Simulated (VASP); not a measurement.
A run of VASP 6.6.1 is set up as follows.

The input INCAR:

```
SYSTEM = Sn2TeO2
PREC = Accurate ; ENCUT = 520
EDIFF = 1E-6 ; ISMEAR = 0
SIGMA = 0.1 ; LREAL = .FALSE.
LASPH = .TRUE. ; NELM = 60
ALGO = Normal ; ISIF = 2
LWAVE = .FALSE. ; LCHARG = .TRUE.
GGA = PE ; LELF = .TRUE.
LVHAR = .TRUE. ; NBANDS = 57
```

KPOINTS

```
regular mesh
0
G
  2 2 6
  0 0 0
```

File POSCAR:

```
Sn2TeO2
1.0
    8.3920714200      0.0000000000      0.0000000000
    0.0000000000      8.3920714200      0.0000000000
    0.0000000000      0.0000000000      3.2958796323
Sn Te O
4 2 4
Direct
    0.6703974317      0.1703974317      0.5000000000
    0.3296025683      0.8296025683      0.5000000000
    0.1703974317      0.3296025683      0.5000000000
    0.8296025683      0.6703974317      0.5000000000
    0.5000000000      0.5000000000      0.0000000000
    0.0000000000      0.0000000000      0.0000000000
    0.2168896185      0.7168896185      0.0000000000
    0.7831103815      0.2831103815      0.0000000000
    0.7168896185      0.7831103815      0.0000000000
    0.2831103815      0.2168896185      0.0000000000
```

Potentials or basis: VASP PAW PBE potentials, release 64 (Sn_d, Te, O).

The run is started by

```console
$ cat potpaw_PBE.64/Sn_d/POTCAR potpaw_PBE.64/Te/POTCAR potpaw_PBE.64/O/POTCAR > POTCAR
$ mpirun -np 1 vasp_std > vasp.out
```

(1) What does it give for the largest force?

(2) Predict the band gap on the k mesh.

(3) Estimate the pressure.

Answers

(1) 0.088 eV/Å.

(2) zero (bands 46 and 47 overlap by 0.22 eV).

(3) 0.1 GPa.

Caveat: the k points lie up to 0.37 Å⁻¹ apart; semilocal functionals underestimate gaps, and a narrow one can read as zero; spin-orbit coupling is left out, which moves the levels of the heavy elements.
